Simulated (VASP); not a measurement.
A run of VASP 6.6.1:

Contents of INCAR:

```
SYSTEM = MgB2
PREC = Accurate ; ENCUT = 520
EDIFF = 1E-6 ; ISMEAR = 0
SIGMA = 0.027000000000000003 ; LREAL = .FALSE.
LASPH = .TRUE. ; NELM = 60
ALGO = Normal ; ISIF = 2
LWAVE = .FALSE. ; LCHARG = .TRUE.
GGA = PE ; LELF = .TRUE.
LVHAR = .TRUE. ; NBANDS = 11
```

File KPOINTS:

```
Automatic mesh
0
G
  10 10 8
  0 0 0
```

The input POSCAR:

```
MgB2
1.0
    3.0850000000      0.0000000000      0.0000000000
   -1.5425000000      2.6716883707      0.0000000000
    0.0000000000      0.0000000000      3.5230000000
Mg B
1 2
Direct
    0.0000000000      0.0000000000      0.0000000000
    0.6666666667      0.3333333333      0.5000000000
    0.3333333333      0.6666666667      0.5000000000
```

Potentials or basis: VASP PAW PBE potentials, release 64 (Mg, B).

Run with:

```sh
$ cat potpaw_PBE.64/Mg/POTCAR potpaw_PBE.64/B/POTCAR > POTCAR
$ mpirun -np 1 vasp_std > vasp.out
```

Hardware: 1 thread of AMD EPYC 9R45 96-Core Processor (Zen 5), with other jobs on the host.

Question: How long does it take, and how much memory?

Answer: Wall time 15 s on 1 thread of AMD EPYC 9R45 96-Core Processor (Zen 5), on a shared host, peak memory 0.13 GiB. Counts: scf iterations 13, k points 70.
